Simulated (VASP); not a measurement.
Crystal: Be3S5.

```
Be S
1.0
     5.10000    0.00000    0.00000
     0.00000    5.10000    0.00000
     0.00000    0.00000    5.10000
Be S
3 5
Direct
  0.50000 0.00000 0.50000
  0.00000 0.50000 0.50000
  0.50000 0.50000 0.00000
  0.00000 0.00000 0.00000
  0.76000 0.76000 0.24000
  0.76000 0.24000 0.76000
  0.24000 0.76000 0.76000
  0.24000 0.24000 0.24000
```

```yaml
Program: VASP 6.6.1
Task: relaxation of cell and atoms
Functional: PBE
Potentials_or_basis: VASP PAW PBE potentials, release 64 (Be, S)
Cutoff: 600 eV
k_mesh: 3 × 3 × 3
Occupations: gaussian, width 0.2 eV
Spin: no spin polarisation
```

At the start: pressure 5.3 GPa; volume 16.58 Å³/atom.

Problem. How do energy, volume and symmetry change on relaxing?

Solution. Over 6 steps the energy falls by 404.1 meV/atom and the volume is 16.84 Å³/atom (+1.5 %); space group P-43m (No. 215, to 0.05 Å).

Step by step:
```tsv
step	energy change (eV)	largest force (eV/Å)	pressure (GPa)	volume (Å³)
1	0.0000	4.6349	5.33	132.65
2	-2.7196	1.4491	-3.76	143.53
3	-2.9122	0.6162	-5.61	147.22
4	-2.9168	0.4952	-5.85	147.81
5	-3.2321	0.0835	0.05	134.30
6	-3.2324	0.0620	-0.17	134.70
```

Final structure:
```
CELL_PARAMETERS angstrom
5.12614 0.00000 0.00000
0.00000 5.12614 0.00000
0.00000 0.00000 5.12614
ATOMIC_POSITIONS crystal
Be 0.50000 0.00000 0.50000
Be 0.00000 0.50000 0.50000
Be 0.50000 0.50000 0.00000
S 0.00000 0.00000 0.00000
S 0.71943 0.71943 0.28057
S 0.71943 0.28057 0.71943
S 0.28057 0.71943 0.71943
S 0.28057 0.28057 0.28057
```

Caveat: the k points lie up to 0.41 Å⁻¹ apart in the final cell; the relaxation stopped at a loose force limit of 0.08 eV/Å, so its end isn't a converged minimum.
